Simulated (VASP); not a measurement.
Here is a VASP 6.6.1 calculation.

The input INCAR:

```
  PREC = Accurate
  ENCUT = 600
  EDIFF = 1E-7
  ISMEAR = 0
  SIGMA = 0.1
  LREAL = F
  LASPH = T
  NELM = 100
  ALGO = Normal
  ISIF = 3
  LWAVE = F
  LCHARG = F
  GGA = PE
  IBRION = 2
  NSW = 100
  EDIFFG = -0.01
```

KPOINTS

```
Automatic mesh
0
Gamma
  12 12 4
```

The input POSCAR:

```
Hf2F3
1.0
    2.9812716666      0.0000000000      0.0000000000
   -1.4906358333      2.5818569988      0.0000000000
    0.0000000000      0.0000000000      9.8832511067
Hf F
2 3
Direct
    0.3333333333      0.6666666667      0.1989168610
    0.6666666667      0.3333333333      0.8010831390
    0.0000000000      0.0000000000      0.0000000000
    0.3333333333      0.6666666667      0.6495875537
    0.6666666667      0.3333333333      0.3504124463
```

Potentials or basis: VASP PAW PBE potentials, release 64 (Hf_pv, F).

Command:

```sh
$ cat potpaw_PBE.64/Hf_pv/POTCAR potpaw_PBE.64/F/POTCAR > POTCAR
$ mpirun -np 1 vasp_std > vasp.out
```

(1) What does it give for the relaxed cell?

(2) What does it give for the band gap on the k mesh?

Answers

(1) a = 2.971 Å, b = 2.971 Å, c = 9.818 Å, α = 90.00°, β = 90.00°, γ = 120.00°.

(2) zero (an odd number of electrons rules out a gap without spin polarisation).

Caveat: spin-orbit coupling is left out, which moves the levels of the heavy elements; an odd number of electrons without spin polarisation forces a metal; a magnetic or distorted state may lie lower.
